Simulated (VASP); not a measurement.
# SnO (P4/nmm) in VASP: a series of runs

SnO is run at these levels: PBEsol; tasks: single point.

All numbers are computed with VASP 6.6.1; they aren't measurements. Logs are shortened: lines on timing, memory, paths and dates and some standing lists are left out, and cuts for length are marked.

### 1 The cell of the first run

It takes space group P4/nmm (No. 129, tetragonal). The conventional cell has a = 3.573 Å, b = 3.573 Å, c = 4.740 Å, α = 90.00°, β = 90.00°, γ = 90.00°. Sn (site symmetry 4mm) has 4 O at 2.12 Å within 2.8 Å. O (site symmetry -4m2) has 4 Sn at 2.12 Å and 4 O at 2.53 Å within 2.8 Å.

### 2 Single point, PBEsol (15.13 Å³/atom)

INCAR reads:

```
SYSTEM = SnO
PREC     = Accurate       ! precision mode
ENCUT    = 520            ! plane-wave cutoff, eV
EDIFF    = 1E-6           ! SCF threshold, eV
ISMEAR   = 0              ! smearing method
SIGMA    = 0.15           ! smearing width, eV
LREAL    = .FALSE.        ! projectors in reciprocal space
LASPH    = .TRUE.         ! aspherical terms in the spheres
NELM     = 80             ! most SCF steps
ALGO     = Normal         ! electronic algorithm
ISIF     = 2              ! what is computed and relaxed
LWAVE    = .FALSE.        ! write WAVECAR
LCHARG   = .FALSE.        ! write CHGCAR
GGA      = PS             ! functional
NBANDS   = 28             ! bands
```

KPOINTS reads:

```
Automatic mesh
0
G
  12 12 10
  0 0 0
```

POSCAR reads:

```
SnO
1.0
    3.5729390771      0.0000000000      0.0000000000
    0.0000000000      3.5729390771      0.0000000000
    0.0000000000      0.0000000000      4.7395036858
Sn O
2 2
Direct
    0.0000000000      0.5000000000      0.2425296443
    0.5000000000      0.0000000000      0.7574703557
    0.0000000000      0.0000000000      0.0000000000
    0.5000000000      0.5000000000      0.0000000000
```

Potentials or basis: VASP PAW PBE potentials, release 64 (Sn_d, O).

Launch:

```console
$ cat potpaw_PBE.64/Sn_d/POTCAR potpaw_PBE.64/O/POTCAR > POTCAR
$ mpirun -np 1 vasp_std > vasp.out
```

OUTCAR:

```text
SYSTEM = SnO
   PREC = Accurate
   ENCUT = 520
   EDIFF = 1E-6
   ISMEAR = 0
   LREAL = .FALSE.
   LASPH = .TRUE.
   NELM = 80
   ISIF = 2
   GGA = PS

 ion  position               nearest neighbor table
   1  0.000  0.500  0.243-   3 2.12   4 2.12   3 2.12   4 2.12   2 3.42   2 3.42   2 3.42   2 3.42
                             2 3.51   2 3.51   2 3.51   2 3.51
   2  0.500  0.000  0.757-   3 2.12   4 2.12   4 2.12   3 2.12   1 3.42   1 3.42   1 3.42   1 3.42
                             1 3.51   1 3.51   1 3.51   1 3.51
   3  0.000  0.000  0.000-   1 2.12   2 2.12   1 2.12   2 2.12
   4  0.500  0.500  0.000-   1 2.12   2 2.12   2 2.12   1 2.12

  LATTYP: Found a simple tetragonal cell.
 ALAT       =     3.5729390771
 C/A-ratio  =     1.3265000000

  Lattice vectors:

 A1 = (   3.5729390771,   0.0000000000,   0.0000000000)
 A2 = (   0.0000000000,   3.5729390771,   0.0000000000)
 A3 = (   0.0000000000,   0.0000000000,   4.7395036858)

Analysis of symmetry for initial positions (statically):
=====================================================================
 Subroutine PRICEL returns:
 Original cell was already a primitive cell.

 Routine SETGRP: Setting up the symmetry group for a
 simple tetragonal supercell.

 Subroutine GETGRP returns: Found 16 space group operations
 (whereof  8 operations were pure point group operations)
 out of a pool of 16 trial point group operations.

The static configuration has the point symmetry D_2d.
 The point group associated with its full space group is D_4h.

Analysis of symmetry for dynamics (positions and initial velocities):
=====================================================================
 Subroutine PRICEL returns:
 Original cell was already a primitive cell.

 Routine SETGRP: Setting up the symmetry group for a
 simple tetragonal supercell.

 Subroutine GETGRP returns: Found 16 space group operations
 (whereof  8 operations were pure point group operations)
 out of a pool of 16 trial point group operations.

The dynamic configuration has the point symmetry D_2d.
 The point group associated with its full space group is D_4h.

 Subroutine INISYM returns: Found 16 space group operations
 (whereof  8 operations are pure point group operations),
 and found     1 'primitive' translations

----------------------------------------------------------------------------------------

                                     Primitive cell

  volume of cell :      60.5040

  direct lattice vectors                    reciprocal lattice vectors
     3.572939077  0.000000000  0.000000000     0.279881626  0.000000000  0.000000000
     0.000000000  3.572939077  0.000000000     0.000000000  0.279881626  0.000000000
     0.000000000  0.000000000  4.739503686     0.000000000  0.000000000  0.210992557

  length of vectors
     3.572939077  3.572939077  4.739503686     0.279881626  0.279881626  0.210992557

  position of ions in fractional coordinates (direct lattice)
     0.000000000  0.500000000  0.242529644
     0.500000000  0.000000000  0.757470356
     0.000000000  0.000000000  0.000000000
     0.500000000  0.500000000  0.000000000

  ion indices of the primitive-cell ions
   primitive index   ion index
                 1           1
                 2           2
                 3           3
                 4           4

----------------------------------------------------------------------------------------

 KPOINTS: Automatic mesh

Automatic generation of k-mesh.
 Grid dimensions read from file:
 generate k-points for:   12   12   10

 Generating k-lattice:

  Cartesian coordinates                     Fractional coordinates (reciprocal lattice)
     0.023323469  0.000000000  0.000000000     0.083333333  0.000000000  0.000000000
     0.000000000  0.023323469  0.000000000     0.000000000  0.083333333  0.000000000
     0.000000000  0.000000000  0.021099256     0.000000000  0.000000000  0.100000000

  Length of vectors
     0.023323469  0.023323469  0.021099256

  Shift w.r.t. Gamma in fractional coordinates (k-lattice)
     0.000000000  0.000000000  0.000000000

 Subroutine IBZKPT returns following result:
 ===========================================

 Found    168 irreducible k-points:

 Following reciprocal coordinates:
            Coordinates               Weight
  0.000000  0.000000  0.000000      1.000000
  0.083333  0.000000  0.000000      4.000000
  0.166667  0.000000  0.000000      4.000000
  0.250000  0.000000  0.000000      4.000000
  0.333333  0.000000  0.000000      4.000000
  0.416667  0.000000  0.000000      4.000000
[... 16 lines left out ...]
  0.333333  0.333333  0.000000      4.000000
  0.416667  0.333333  0.000000      8.000000
 [... further k-points ...]
   k-points           NKPTS =    168   k-points in BZ     NKDIM =    168   number of bands    NBANDS=     28
   number of dos      NEDOS =    301   number of ions     NIONS =      4
   total plane-waves  NPLWV =  28224
   dimension x,y,z NGX =    28 NGY =   28 NGZ =   36
   dimension x,y,z NGXF=    56 NGYF=   56 NGZF=   72
   ions per type =               2   2
   NGX,Y,Z   is equivalent  to a cutoff of  13.03, 13.03, 12.63 a.u.
   NGXF,Y,Z  is equivalent  to a cutoff of  26.06, 26.06, 25.26 a.u.
 SYSTEM =  SnO
   PREC   = accura    normal or accurate (medium, high low for compatibility)
   ISTART =      0    job   : 0-new  1-cont  2-samecut
   ICHARG =      2    charge: 1-file 2-atom 10-const
   ISPIN  =      1    spin polarized calculation?
   LNONCOLLINEAR =      F non collinear calculations
   LSORBIT =      F    spin-orbit coupling
   LASPH  =      T    aspherical Exc in radial PAW
   ENCUT  =  520.0 eV  38.22 Ry    6.18 a.u.   6.64  6.64  8.81*2*pi/ulx,y,z
   NELM   =     80;   NELMIN=  2; NELMDL= -5     # of ELM steps
   EDIFF  = 0.1E-05   stopping-criterion for ELM
   LREAL  =      F    real-space projection
   EDIFFG = 0.1E-04   stopping-criterion for IOM
   NSW    =      0    number of steps for IOM
   IBRION =     -1    ionic relax: 0-MD 1-quasi-New 2-CG
   NFREE  =      0    steps in history (QN), initial steepest desc. (CG)
   ISIF   =      2    stress and relaxation
   ISYM   =      2    0-nonsym 1-usesym 2-fastsym
   POTIM  = 0.5000    time-step for ionic-motion
   TEBEG  =    0.0;   TEEND  =   0.0 temperature during run
   PSTRESS=    0.0 pullay stress
   NELECT =      40.0000    total number of electrons
   NUPDOWN=      -1.0000    fix difference up-down
   EMIN   =  10.00;   EMAX   =-10.00  energy-range for DOS
   EFERMI =   0.00;   METHOD = LEGACY
   ISMEAR =     0;   SIGMA  =   0.15  broadening in eV -4-tet -1-fermi 0-gaus
   EFERMI_NEDOS =   21; number of points for ismear=-14 and -15
   IALGO  =     38    algorithm
   IMIX   =      4    mixing-type and parameters
     AMIX     =   0.40;   BMIX     =  1.00
     AMIX_MAG =   1.60;   BMIX_MAG =  1.00
  volume/ion in A,a.u.               =      15.13       102.08
  Fermi-wavevector in a.u.,A,eV,Ry     =   1.426155  2.695043 27.673144  2.033919
  Thomas-Fermi vector in A             =   2.546463
   LORBIT       =      0    0 simple, 1 ext, 2 COOP (PROOUT), +10 PAW based schemes
   GGA     = PS    functional components
   LHFCALC =     F    Hartree Fock is set to
   AEXX    =    0.0000 exact exchange contribution
   IVDW    =     0    specifies the selected vdW correction
   LEPSILON=     F    determine dielectric tensor
   LRPA    =     F    only Hartree local field effects (RPA)
 non-spin polarized calculation
 Gauss-broadening in eV      SIGMA  =   0.15
  energy-cutoff  :      520.00
  volume of cell :       60.50
 maximum number of plane-waves:      1658
 NGX is ok and might be reduce to    28
   NGX = 13   NGY = 13   NGZ = 17

 number of electron      40.0000025 magnetization

 Free energy of the ion-electron system (eV)
  ---------------------------------------------------
  ext. energy  EPLUGINS =         0.00000000
  ---------------------------------------------------
  free energy    TOTEN  =       -23.71452027 eV

  energy without entropy =      -23.71085341  energy(sigma->0) =      -23.71268684

 E-fermi :   9.3707     XC(G=0): -11.2521

 val. band max:        9.3400892280   @ k =   0.5000   0.5000   0.2000
 cond. band min:       9.4082495102   @ k =   0.1667   0.0833   0.0000
 fundamental gap:      0.0681602822
 Fermi energy:         9.3706659109

 k-point     1 :       0.0000    0.0000    0.0000
  band No.  band energies     occupation
      1     -13.4894      2.00000
      2     -12.8369      2.00000
      3     -12.7415      2.00000
      4     -12.7295      2.00000
      5     -12.7295      2.00000
      6     -12.6347      2.00000
[... 20 lines left out ...]
     27      16.0242      0.00000
     28      16.1263      0.00000

 k-point     2 :       0.0833    0.0000    0.0000
  band No.  band energies     occupation
      1     -13.4878      2.00000
      2     -12.9287      2.00000
      3     -12.7349      2.00000
      4     -12.7283      2.00000
      5     -12.7262      2.00000
      6     -12.6294      2.00000
[... 20 lines left out ...]
     27      16.1208      0.00000
     28      17.0668      0.00000

 k-point     3 :       0.1667    0.0000    0.0000
  band No.  band energies     occupation
      1     -13.4838      2.00000
      2     -13.0744      2.00000
      3     -12.7240      2.00000
      4     -12.7167      2.00000
      5     -12.7158      2.00000
      6     -12.6189      2.00000
[... 20 lines left out ...]
     27      16.2992      0.00000
     28      18.7129      0.00000

 k-point     4 :       0.2500    0.0000    0.0000
  band No.  band energies     occupation
      1     -13.4785      2.00000
      2     -13.2029      2.00000
      3     -12.7157      2.00000
      4     -12.7023      2.00000
      5     -12.6939      2.00000
      6     -12.6258      2.00000
[... 578 lines left out ...]
     27      17.3300      0.00000
     28      17.3300      0.00000

 k-point    23 :       0.3333    0.3333    0.0000
  band No.  band energies     occupation
      1     -13.5138      2.00000
      2     -13.4568      2.00000
      3     -12.6656      2.00000
      4     -12.6597      2.00000
      5     -12.6579      2.00000
      6     -12.6318      2.00000
[... 20 lines left out ...]
     27      16.8409      0.00000
     28      17.8573      0.00000

 k-point    24 :       0.4167    0.3333    0.0000
  band No.  band energies     occupation
      1     -13.5221      2.00000
      2     -13.4952      2.00000
      3     -12.6657      2.00000
      4     -12.6655      2.00000
      5     -12.6408      2.00000
      6     -12.6209      2.00000
[... 20 lines left out ...]
     27      17.3456      0.00000
     28      17.3785      0.00000

 [... further k-points ...]

------------------------ aborting loop because EDIFF is reached ----------------------------------------

  FORCE on cell =-STRESS in cart. coord.  units (eV):
  Direction    XX          YY          ZZ          XY          YZ          ZX
  --------------------------------------------------------------------------------------
  -------------------------------------------------------------------------------------
  Total        8.0292499      8.0292499      4.6056385      0.0000000      0.0000000      0.0000000
  in kB      212.6187053    212.6187053    121.9596981      0.0000000      0.0000000      0.0000000
  external PRESSURE =     182.3990362 kB  Pullay stress =       0.0000000 kB

 VOLUME and BASIS-vectors are now :
 -----------------------------------------------------------------------------
  energy-cutoff  :      520.00
  volume of cell :       60.50
      direct lattice vectors                 reciprocal lattice vectors
     3.572939077  0.000000000  0.000000000     0.279881626  0.000000000  0.000000000
     0.000000000  3.572939077  0.000000000     0.000000000  0.279881626  0.000000000
     0.000000000  0.000000000  4.739503686     0.000000000  0.000000000  0.210992557

 POSITION                                       TOTAL-FORCE (eV/Angst)
 -----------------------------------------------------------------------------------
      0.00000      1.78647      1.14947        -0.000000      0.000000      2.051068
      1.78647      0.00000      3.59003         0.000000      0.000000     -2.051068
      0.00000      0.00000      0.00000        -0.000000      0.000000      0.000000
      1.78647      1.78647      0.00000        -0.000000      0.000000      0.000000
 -----------------------------------------------------------------------------------
    total drift:                                0.000000      0.000000      0.000000

  FREE ENERGIE OF THE ION-ELECTRON SYSTEM (eV)
  ---------------------------------------------------
  free  energy   TOTEN  =       -23.7145202724 eV

  energy  without entropy=      -23.7108534117  energy(sigma->0) =      -23.71268684
```

Wall time 1.7 min (1 thread of Intel Xeon 6975P-C (Granite Rapids), shared host); peak memory 0.34 GiB.

What came out:

```yaml
Free_energy: -23.7145 eV
Pressure: 18.2 GPa
Largest_force: 2.051 eV/Å
Band_gap_on_the_k_mesh: zero (bands 20 and 21 overlap by 0.94 eV)
```

Forces on the atoms (eV/Å):
```
Sn   0.000  0.000  2.051
Sn   0.000  0.000 -2.051
O    0.000  0.000  0.000
O    0.000  0.000  0.000
```

Levels at points of the mesh, in eV from the Fermi level:
| k point | band 17 | band 18 | band 19 | band 20 | band 21 | band 22 | band 23 | band 24 |
| --- | --- | --- | --- | --- | --- | --- | --- | --- |
| (0.00, 0.00, 0.00) | -4.56 | -3.97 | -3.97 | 0.29 | 2.65 | 4.00 | 4.70 | 4.70 |
| (0.50, 0.00, 0.00) | -6.00 | -6.00 | -3.70 | -3.70 | 3.17 | 3.17 | 6.29 | 6.29 |
| (0.50, 0.50, 0.00) | -3.23 | -3.23 | -2.30 | -2.30 | -0.65 | -0.65 | 3.84 | 3.84 |
| (0.00, 0.00, 0.50) | -3.99 | -3.99 | -3.45 | -2.90 | 1.80 | 2.67 | 2.67 | 4.03 |
| (0.50, 0.00, 0.50) | -5.97 | -5.97 | -2.45 | -2.45 | 2.41 | 2.41 | 5.68 | 5.68 |
| (0.50, 0.50, 0.50) | -3.23 | -3.23 | -3.20 | -3.20 | 1.73 | 1.73 | 3.99 | 3.99 |

Caveat: the cell stands under pressure; the PAW data sets were made with another functional, which shifts forces and pressure a little; spin-orbit coupling is left out, which moves the levels of the heavy elements.

### 3 Single point, PBEsol (15.13 Å³/atom)

INCAR reads:

```
SYSTEM = SnO
PREC = Accurate ; ENCUT = 520
EDIFF = 1E-6 ; ISMEAR = 0
SIGMA = 0.15 ; LREAL = .False.
LASPH = .True. ; NELM = 80
ALGO = Normal ; ISIF = 2
LWAVE = .False. ; LCHARG = .False.
GGA = PS ; NBANDS = 28
```

KPOINTS reads:

```
regular mesh
0
Gamma
  12 12 10
  0 0 0
```

POSCAR reads:

```
SnO
1.0
    3.7203352195      0.0000000000      0.0000000000
    0.0000000000      3.7203352195      0.0000000000
    0.0000000000      0.0000000000      4.3713938829
Sn O
2 2
Direct
    0.0000000000      0.5000000000      0.2425296443
    0.5000000000      0.0000000000      0.7574703557
    0.0000000000      0.0000000000      0.0000000000
    0.5000000000      0.5000000000      0.0000000000
```

Potentials or basis: VASP PAW PBE potentials, release 64 (Sn_d, O).

Launch:

```console
$ cat potpaw_PBE.64/Sn_d/POTCAR potpaw_PBE.64/O/POTCAR > POTCAR
$ mpirun -np 1 vasp_std > vasp.out
```

It took 1.8 min on 1 thread of Intel Xeon 6975P-C (Granite Rapids), shared host; peak memory 0.34 GiB.

The run converged. Its results:

```yaml
Free_energy: -23.8331 eV
Pressure: 15.4 GPa
Largest_force: 2.248 eV/Å
Band_gap_on_the_k_mesh: zero (bands 20 and 21 overlap by 0.23 eV)
```

Forces on the atoms (eV/Å):
```
Sn   0.000  0.000  2.248
Sn   0.000  0.000 -2.248
O    0.000  0.000  0.000
O    0.000  0.000  0.000
```

Stress tensor (GPa, compression positive):
```
15.25  0.00  0.00
 0.00 15.25  0.00
 0.00  0.00 15.71
```

Levels at points of the mesh, in eV from the Fermi level:
| k point | band 16 | band 17 | band 18 | band 19 | band 20 | band 21 | band 22 | band 23 | band 24 | band 25 |
| --- | --- | --- | --- | --- | --- | --- | --- | --- | --- | --- |
| (0.00, 0.00, 0.00) | -7.23 | -4.21 | -4.16 | -4.16 | -0.21 | 2.33 | 4.64 | 4.64 | 5.01 | 6.33 |
| (0.50, 0.00, 0.00) | -5.99 | -5.86 | -5.86 | -3.11 | -3.11 | 3.81 | 3.81 | 6.10 | 6.10 | 6.30 |
| (0.50, 0.50, 0.00) | -6.01 | -3.39 | -3.39 | -1.85 | -1.85 | -0.32 | -0.32 | 4.77 | 4.77 | 8.39 |
| (0.00, 0.00, 0.50) | -4.34 | -4.17 | -4.17 | -2.31 | -2.30 | 1.11 | 2.49 | 2.49 | 3.25 | 8.17 |
| (0.50, 0.00, 0.50) | -6.62 | -5.92 | -5.92 | -1.90 | -1.90 | 3.05 | 3.05 | 5.31 | 5.31 | 7.13 |
| (0.50, 0.50, 0.50) | -6.73 | -3.39 | -3.39 | -3.13 | -3.13 | 2.35 | 2.35 | 4.86 | 4.86 | 5.79 |

Caveat: the cell stands under pressure; semilocal functionals underestimate gaps, so a narrow gap can read as zero; the PAW data sets were made with another functional, which shifts forces and pressure a little; spin-orbit coupling is left out, which moves the levels of the heavy elements.
